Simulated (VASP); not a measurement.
# LiF (Fm-3m) in VASP: a series of runs

LiF is run at these levels: LDA, PBE; tasks: G0W0 quasiparticle levels.

All numbers are computed with VASP 6.6.1; they aren't measurements. Logs are shortened: lines on timing, memory, paths and dates and some standing lists are left out, and cuts for length are marked.

### Step 1. The cell of the first run

Symmetry: Fm-3m, No. 225, cubic system. The conventional cell has a = 3.990 Å, b = 3.990 Å, c = 3.990 Å, α = 90.00°, β = 90.00°, γ = 90.00°. Li (site symmetry m-3m) has 6 F at 1.99 Å within 2.6 Å. F (site symmetry m-3m) has 6 Li at 1.99 Å within 2.6 Å.

### Step 2. G0W0 quasiparticle levels, LDA

Contents of POSCAR:

```
LiF
1.0
    0.0000000000      1.9948717404      1.9948717404
    1.9948717404      0.0000000000      1.9948717404
    1.9948717404      1.9948717404      0.0000000000
Li F
1 1
Direct
    0.0000000000      0.0000000000      0.0000000000
    0.5000000000      0.5000000000      0.5000000000
```

Contents of INCAR.step1:

```
PREC = Accurate ; ENCUT = 500
EDIFF = 1E-8 ; ISMEAR = 0
SIGMA = 0.01 ; LREAL = F
LASPH = T ; NELM = 60
ALGO = Normal ; LWAVE = T
LCHARG = F
```

Contents of INCAR.step2:

```
PREC = Accurate ; ENCUT = 500
EDIFF = 1E-8 ; ISMEAR = 0
SIGMA = 0.01 ; LREAL = F
LASPH = T ; NELM = 1
ALGO = Exact ; LWAVE = T
LCHARG = F ; NBANDS = 63
LOPTICS = T ; ISTART = 1
```

Contents of INCAR.step3:

```
PREC = Accurate ; ENCUT = 500
EDIFF = 1E-8 ; ISMEAR = 0
SIGMA = 0.01 ; LREAL = F
LASPH = T ; ALGO = EVGW0
LWAVE = F ; LCHARG = F
NELMGW = 1 ; NBANDS = 63
ENCUTGW = 140.0 ; NOMEGA = 96
PRECFOCK = Fast ; ISTART = 1
NBANDSGW = 12 ; OMEGAMAX = 30
```

Contents of KPOINTS:

```
Automatic mesh
0
Gamma
  6 6 6
```

Potentials or basis: VASP PAW LDA potentials, release 64 (Li_GW, F_GW).

Started as:

```console
> cat potpaw_LDA.64/Li_GW/POTCAR potpaw_LDA.64/F_GW/POTCAR > POTCAR
> cp INCAR.step1 INCAR
> mpirun -np 1 vasp_std > vasp.out
> cp INCAR.step2 INCAR
> mpirun -np 1 vasp_std > vasp.out
> cp INCAR.step3 INCAR
> mpirun -np 1 vasp_std > vasp.out
```

OUTCAR:

```text
PREC = Accurate
   ENCUT = 500
   EDIFF = 1E-8
   ISMEAR = 0
   LREAL = F
   LASPH = T
   NELMGW = 1
   ENCUTGW = 140.0
   PRECFOCK = Fast
   ISTART = 1

 ion  position               nearest neighbor table
   1  0.000  0.000  0.000-   2 1.99   2 1.99   2 1.99   2 1.99   2 1.99   2 1.99
   2  0.500  0.500  0.500-   1 1.99   1 1.99   1 1.99   1 1.99   1 1.99   1 1.99

  LATTYP: Found a face centered cubic cell.
 ALAT       =     3.9897434808

  Lattice vectors:

 A1 = (   0.0000000000,   1.9948717404,   1.9948717404)
 A2 = (   1.9948717404,   0.0000000000,   1.9948717404)
 A3 = (   1.9948717404,   1.9948717404,   0.0000000000)

Analysis of symmetry for initial positions (statically):
=====================================================================
 Subroutine PRICEL returns:
 Original cell was already a primitive cell.

 Routine SETGRP: Setting up the symmetry group for a
 face centered cubic supercell.

 Subroutine GETGRP returns: Found 48 space group operations
 (whereof 48 operations were pure point group operations)
 out of a pool of 48 trial point group operations.

The static configuration has the point symmetry O_h .

Analysis of symmetry for dynamics (positions and initial velocities):
=====================================================================
 Subroutine PRICEL returns:
 Original cell was already a primitive cell.

 Routine SETGRP: Setting up the symmetry group for a
 face centered cubic supercell.

 Subroutine GETGRP returns: Found 48 space group operations
 (whereof 48 operations were pure point group operations)
 out of a pool of 48 trial point group operations.

The dynamic configuration has the point symmetry O_h .

 Subroutine INISYM returns: Found 48 space group operations
 (whereof 48 operations are pure point group operations),
 and found     1 'primitive' translations

----------------------------------------------------------------------------------------

                                     Primitive cell

  volume of cell :      15.8772

  direct lattice vectors                    reciprocal lattice vectors
     0.000000000  1.994871740  1.994871740    -0.250642680  0.250642680  0.250642680
     1.994871740  0.000000000  1.994871740     0.250642680 -0.250642680  0.250642680
     1.994871740  1.994871740  0.000000000     0.250642680  0.250642680 -0.250642680

  length of vectors
     2.821174670  2.821174670  2.821174670     0.434125857  0.434125857  0.434125857

  position of ions in fractional coordinates (direct lattice)
     0.000000000  0.000000000  0.000000000
     0.500000000  0.500000000  0.500000000

  ion indices of the primitive-cell ions
   primitive index   ion index
                 1           1
                 2           2

----------------------------------------------------------------------------------------

 KPOINTS: Automatic mesh

Automatic generation of k-mesh.
 Grid dimensions read from file:
 generate k-points for:    6    6    6

 Generating k-lattice:

  Cartesian coordinates                     Fractional coordinates (reciprocal lattice)
    -0.041773780  0.041773780  0.041773780     0.166666667  0.000000000  0.000000000
     0.041773780 -0.041773780  0.041773780     0.000000000  0.166666667  0.000000000
     0.041773780  0.041773780 -0.041773780     0.000000000  0.000000000  0.166666667

  Length of vectors
     0.072354309  0.072354309  0.072354309

  Shift w.r.t. Gamma in fractional coordinates (k-lattice)
     0.000000000  0.000000000  0.000000000

 Subroutine IBZKPT returns following result:
 ===========================================

 Found     16 irreducible k-points:

 Following reciprocal coordinates:
            Coordinates               Weight
  0.000000  0.000000  0.000000      1.000000
  0.166667  0.000000  0.000000      8.000000
  0.333333  0.000000  0.000000      8.000000
  0.500000  0.000000  0.000000      4.000000
  0.166667  0.166667  0.000000      6.000000
  0.333333  0.166667  0.000000     24.000000
[... 8 lines left out ...]
 -0.333333  0.333333  0.166667     24.000000
 -0.333333  0.500000  0.166667     12.000000
   k-points           NKPTS =     16   k-points in BZ     NKDIM =    216   number of bands    NBANDS=     63
   number of dos      NEDOS =    301   number of ions     NIONS =      2
   total plane-waves  NPLWV =  13824
   dimension x,y,z NGX =    24 NGY =   24 NGZ =   24
   dimension x,y,z NGXF=    48 NGYF=   48 NGZF=   48
   ions per type =               1   1
   NGX,Y,Z   is equivalent  to a cutoff of  14.14, 14.14, 14.14 a.u.
   NGXF,Y,Z  is equivalent  to a cutoff of  28.29, 28.29, 28.29 a.u.
 SYSTEM =  unknown system
   PREC   = accura    normal or accurate (medium, high low for compatibility)
   ISTART =      1    job   : 0-new  1-cont  2-samecut
   ICHARG =      0    charge: 1-file 2-atom 10-const
   ISPIN  =      1    spin polarized calculation?
   LNONCOLLINEAR =      F non collinear calculations
   LSORBIT =      F    spin-orbit coupling
   LASPH  =      T    aspherical Exc in radial PAW
   ENCUT  =  500.0 eV  36.75 Ry    6.06 a.u.   5.14  5.14  5.14*2*pi/ulx,y,z
   NELM   =     60;   NELMIN=  2; NELMDL=  0     # of ELM steps
   EDIFF  = 0.1E-07   stopping-criterion for ELM
   LREAL  =      F    real-space projection
   EDIFFG = 0.1E-06   stopping-criterion for IOM
   NSW    =      0    number of steps for IOM
   IBRION =     -1    ionic relax: 0-MD 1-quasi-New 2-CG
   NFREE  =      0    steps in history (QN), initial steepest desc. (CG)
   ISIF   =      0    stress and relaxation
   ISYM   =      3    0-nonsym 1-usesym 2-fastsym
   POTIM  = 0.5000    time-step for ionic-motion
   TEBEG  =    0.0;   TEEND  =   0.0 temperature during run
   PSTRESS=    0.0 pullay stress
   NELECT =       8.0000    total number of electrons
   NUPDOWN=      -1.0000    fix difference up-down
   EMIN   =  10.00;   EMAX   =-10.00  energy-range for DOS
   EFERMI =   0.00;   METHOD = LEGACY
   ISMEAR =     0;   SIGMA  =   0.01  broadening in eV -4-tet -1-fermi 0-gaus
   EFERMI_NEDOS =   21; number of points for ismear=-14 and -15
   IALGO  =     38    algorithm
   IMIX   =      4    mixing-type and parameters
     AMIX     =   0.40;   BMIX     =  1.00
     AMIX_MAG =   1.60;   BMIX_MAG =  1.00
  volume/ion in A,a.u.               =       7.94        53.57
  Fermi-wavevector in a.u.,A,eV,Ry     =   1.302706  2.461758 23.089682  1.697044
  Thomas-Fermi vector in A             =   2.433757
   LORBIT       =      0    0 simple, 1 ext, 2 COOP (PROOUT), +10 PAW based schemes
   GGA     = CA    functional components
   LHFCALC =     T    Hartree Fock is set to
   PRECFOCK=fast      Normal, Fast or Accurate (Low or Medium for compatibility)
   ENCUT4O =  -1.0   cutoff for four orbital integrals eV
   NKREDX  =     1    reduce k-point grid by
   NKREDY  =     1    reduce k-point grid by
   NKREDZ  =     1    reduce k-point grid by
   AEXX    =    1.0000 exact exchange contribution
   HFSCREEN=    0.0000 screening length (either q_TF or 0.3 A-1)
   HFSCREENC=   0.0000 screening length for correlation (either q_TF or 0.3 A-1)
   ENCUTFOCK=  -1.0 apply spherical cutoff to Coloumb kernel
   IVDW    =     0    specifies the selected vdW correction
   LEPSILON=     F    determine dielectric tensor
   LRPA    =     F    only Hartree local field effects (RPA)
   LRPAFORCE           =     F    calculate RPA forces
   ENCUTGW             = 140.0    cutoff for response function in eV
   ENCUTGWSOFT         = 112.0    soft cutoff for Coulomb kernel in GW response function in eV
   ENCUTLF             =  -1.0    cutoff for local field effects
   NELMGW              =     1    number of iterations in solving QP/BSE equation
   NELMHF              =     1    number of iterations in the inner HF iteration
   NKREDLFX            =     1    NKREDLFY  =   1   NKREDLFZ  =   1
 non-spin polarized calculation
 Gauss-broadening in eV      SIGMA  =   0.01
  energy-cutoff  :      500.00
  volume of cell :       15.88
 maximum number of plane-waves:       419
 NGX is ok and might be reduce to    24
  NGX = 12; NGY = 12; NGZ = 12
   NGX = 11   NGY = 11   NGZ = 11
 maximum number of plane-waves:        70

 QP shifts <psi_nk| G(iteration)W_0 |psi_nk>: iteration 1
 for sc-GW calculations column KS-energies equals QP-energies in previous step
 and V_xc(KS)=  KS-energies - (<T + V_ion + V_H > + <T+V_H+V_ion>^1  + <V_x>^1)

 k-point   1 :       0.0000    0.0000    0.0000
  band No.  KS-energies  QP-energies   sigma(KS)   V_xc(KS)     V^pw_x(r,r')   Z            occupation Imag(sigma)

      1     -21.2368     -25.4854     -27.3729     -21.7667     -36.1852       0.7579       2.0000       1.0073
      2      -1.5361      -3.9606     -25.9214     -22.9365     -30.5779       0.8123       2.0000       0.0670
      3      -1.5361      -3.9606     -25.9214     -22.9365     -30.5779       0.8123       2.0000       0.0670
      4      -1.5361      -3.9606     -25.9214     -22.9365     -30.5779       0.8123       2.0000       0.0670
      5       7.5501       9.6373      -8.8151     -11.1846      -5.6700       0.8809       0.0000      -0.0497
      6      22.3578      25.3178      -5.6610      -9.1235      -1.6261       0.8549       0.0000      -0.1312
      7      22.3578      25.3178      -5.6610      -9.1235      -1.6261       0.8549       0.0000      -0.1312
      8      22.3578      25.3178      -5.6610      -9.1235      -1.6261       0.8549       0.0000      -0.1312
      9      22.6712      25.0605      -6.5797      -9.3440      -2.6745       0.8643       0.0000      -0.1492
     10      22.6712      25.0605      -6.5797      -9.3440      -2.6745       0.8643       0.0000      -0.1492
     11      22.6712      25.0605      -6.5797      -9.3440      -2.6745       0.8643       0.0000      -0.1492
     12      25.6663      27.2646      -5.7366      -7.6498      -1.1287       0.8354       0.0000      -0.5358

 k-point   2 :       0.1667    0.0000    0.0000
  band No.  KS-energies  QP-energies   sigma(KS)   V_xc(KS)     V^pw_x(r,r')   Z            occupation Imag(sigma)
[... 225 lines left out ...]
      1     -20.4226     -24.5942     -28.4158     -22.7537     -37.1312       0.7368       2.0000       0.8510
      2      -4.2920      -7.0470     -22.3875     -18.9685     -26.8218       0.8058       2.0000       0.0836
      3      -3.2181      -5.8634     -23.7101     -20.4304     -28.2317       0.8066       2.0000       0.0745
      4      -2.4345      -5.0221     -24.8828     -21.6820     -29.5046       0.8084       2.0000       0.0710
      5      13.2116      16.1997     -10.9000     -14.4029      -7.6892       0.8531       0.0000      -0.0639
      6      13.6899      16.3577      -8.7730     -11.8517      -5.4476       0.8666       0.0000      -0.0616
      7      15.8189      18.4723      -6.6641      -9.7088      -3.0070       0.8715       0.0000      -0.0681
      8      17.9303      20.7213      -7.8702     -11.1357      -4.1357       0.8547       0.0000      -0.0793
      9      22.3298      24.9308      -6.6781      -9.7613      -2.5913       0.8436       0.0000      -0.1544
     10      30.1504      32.6520      -6.2006      -9.0475      -1.7840       0.8787       0.0000      -0.5804
     11      32.7828      36.3493      -8.3316     -11.9912      -3.8263       0.9746       0.0000      -1.0016
     12      36.7750      40.5042      -8.5005     -12.5909      -3.8869       0.9117       0.0000      -1.0811
```

It took 36 s on 1 thread of Intel Xeon 6975P-C (Granite Rapids), shared host; peak memory 0.27 GiB.

Results:

```yaml
Quasiparticle_gap: 13.60 eV
Least_direct_quasiparticle_gap: 13.60 eV
Band_gap_of_the_starting_levels_on_the_mesh: 9.09 eV
Least_direct_gap_of_the_starting_levels_on_the_mesh: 9.09 eV
```

Caveat: the k points lie up to 0.45 Å⁻¹ apart; bands, screening cutoff and mesh are small and nothing is extrapolated, so the quasiparticle values aren't converged.

(Continued in part 2 of 3.)
